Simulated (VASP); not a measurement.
# SiO2: single point with PBE

Crystal: SiO2.

```
Si O
1.0
    -1.76341    1.76341    4.25999
     1.76341   -1.76341    4.25999
     1.76341    1.76341   -4.25999
Si O
2 4
Direct
  0.75000 0.25000 0.50000
  0.00000 0.00000 0.00000
  0.54217 0.04217 0.50000
  0.79217 0.79217 0.00000
  0.20783 0.20783 0.00000
  0.95783 0.45783 0.50000
```

```json
{"Program": "VASP 6.6.1", "Task": "single point", "Functional": "PBE", "Potentials or basis": "VASP PAW PBE potentials, release 64 (Si, O)", "Cutoff": "520 eV", "k mesh": "8 × 8 × 8", "Occupations": "gaussian, width 0.01 eV", "Spin": "no spin polarisation", "Dipole correction": "no", "Further INCAR settings": "ALGO = Normal; EDIFF = 1e-06; NBANDS = 25"}
```

```
Pressure               : 0.1 GPa
Largest force          : 0.006 eV/Å
Band gap on the k mesh : 5.81 eV (least direct gap 6.44 eV)
```

Forces in eV/Å, atoms in the order of the input:
```
Si   0.000  0.000  0.000
Si   0.000  0.000  0.000
O    0.000  0.000 -0.006
O    0.000  0.000 -0.006
O    0.000  0.000  0.006
O    0.000  0.000  0.006
```

Stress tensor (GPa, compression positive):
```
-0.05  0.00  0.00
 0.00 -0.05  0.00
 0.00  0.00  0.50
```

Levels at points of the mesh, in eV from the valence-band top:
| k point | band 12 | band 13 | band 14 | band 15 | band 16 | band 17 | band 18 | band 19 | band 20 | band 21 |
| --- | --- | --- | --- | --- | --- | --- | --- | --- | --- | --- |
| (0.00, 0.00, 0.00) | -1.46 | -0.83 | -0.83 | -0.63 | -0.63 | 5.81 | 8.35 | 11.11 | 11.87 | 11.98 |
| (0.50, 0.00, 0.00) | -2.26 | -1.84 | -1.79 | -1.22 | -1.19 | 8.66 | 8.69 | 10.99 | 11.16 | 11.75 |
| (0.50, 0.50, 0.00) | -2.21 | -2.00 | -2.00 | -0.07 | -0.07 | 9.65 | 9.65 | 10.76 | 10.76 | 10.99 |
| (0.50, 0.50, 0.50) | -3.86 | -2.05 | -2.05 | -0.42 | -0.42 | 7.17 | 7.17 | 10.13 | 10.13 | 11.99 |

Run time: 2.9 min on 1 thread of Intel Xeon 8259CL, with other jobs on the host, peak memory 0.25 GiB.

A k mesh can miss the band edges.
